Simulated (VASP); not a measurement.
**Ru: single point with LDA**

Ru:

```
Ru
1.0
     2.67347    0.00000    0.00000
    -1.33674    2.31530    0.00000
     0.00000    0.00000    4.21918
Ru
2
Cartesian
  0.0000 1.5435 1.0548
  1.3367 0.7718 3.1644
```

```
Program             : VASP 6.6.1
Task                : single point
Functional          : LDA
Potentials or basis : VASP PAW LDA potentials, release 64 (Ru_sv)
Cutoff              : 560 eV
k mesh              : 20 × 20 × 12
Occupations         : fermi-dirac, width 0.1 eV
Spin                : no spin polarisation
```

- Pressure: 1.6 GPa
- Band gap on the k mesh: zero (bands 16 and 17 overlap by 3.46 eV)

Levels at points of the mesh, in eV from the Fermi level:
| k point | band 14 | band 15 | band 16 | band 17 | band 18 | band 19 |
| --- | --- | --- | --- | --- | --- | --- |
| (0.00, 0.00, 0.00) | -2.07 | -2.07 | -1.53 | -1.53 | 1.24 | 1.24 |
| (0.50, 0.00, 0.00) | -1.90 | -1.62 | 1.50 | 1.95 | 2.06 | 4.27 |
| (0.00, 0.00, 0.50) | -2.98 | -2.86 | -2.86 | 0.57 | 0.57 | 0.57 |
| (0.50, 0.00, 0.50) | -1.16 | 0.45 | 0.45 | 1.77 | 1.77 | 3.53 |

It took 70 s on 1 thread of Intel(R) Xeon(R) Platinum 8488C (Sapphire Rapids) (shared host), peak memory 0.26 GiB.
